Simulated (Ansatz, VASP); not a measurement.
# One calculation of AlN, two programs

```
Al N
1.0
     0.00000    2.18488    2.18488
     2.18488    0.00000    2.18488
     2.18488    2.18488    0.00000
Al N
1 1
Direct
  0.00000 0.00000 0.00000
  0.25000 0.25000 0.25000
```

Alike in both runs: task single point; functional PBE; k mesh 10 × 10 × 10; occupations fermi-dirac, width 0.02 eV; no spin polarisation.

```csv
,VASP,Ansatz
version,VASP 6.6.1,Ansatz 0.2.0
potentials or method,"VASP PAW PBE potentials, release 64 (Al, N)","plane waves, PAW"
plane-wave cutoff (eV),520,420
valence electrons in the cell,8,8
```

|  | VASP | Ansatz | Ansatz less VASP |
| --- | --- | --- | --- |
| gap on the k mesh at the Fermi level (eV) | 3.32 | 3.33 | +0.008 |
| pressure (GPa) | 4.3 | 4.6 | +0.27 |
